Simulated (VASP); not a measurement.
**TiAl: single point with B3LYP**

Crystal: TiAl.

```xyz
2
Lattice="2.8927 0.0000 0.0000 -1.4464 2.5052 0.0000 0.0000 0.0000 4.6503" Properties=species:S:1:pos:R:3 pbc="T T T"
Ti    0.0000    0.0000    0.0000
Al    0.0000    1.6701    2.3252
```

* Program: VASP 6.6.1
* Task: single point
* Functional: B3LYP
* Potentials or basis: VASP PAW PBE potentials, release 64 (Ti_sv, Al)
* Cutoff: 520 eV
* k mesh: 6 × 6 × 3
* Occupations: fermi-dirac, width 0.05 eV
* Spin: no spin polarisation
* Dipole correction: no
* Grid for exact exchange (PRECFOCK): Normal
* Further INCAR settings: ALGO = Normal; EDIFF = 1e-07; NBANDS = 14
* Share of exact exchange: 0.2

The pressure is 0.0 GPa and the band gap on the k mesh is zero (an odd number of electrons rules out a gap without spin polarisation).

Levels at points of the mesh, in eV from the Fermi level:
```tsv
k point	band 5	band 6	band 7	band 8	band 9	band 10	band 11	band 12
(0.00, 0.00, 0.00)	-10.10	-2.93	-2.25	2.07	2.07	3.74	3.74	4.89
(0.50, 0.00, 0.00)	-4.39	-3.45	-1.87	-1.42	3.04	4.79	4.89	5.06
```

Wall time 13 min on 1 thread of Intel(R) Xeon(R) Platinum 8488C (Sapphire Rapids), on a shared host, peak memory 0.16 GiB.

Caveat: the k points lie up to 0.45 Å⁻¹ apart, too coarse for converged energies and pressures of a metal; the PAW data sets were made with another functional, which shifts forces and pressure a little.
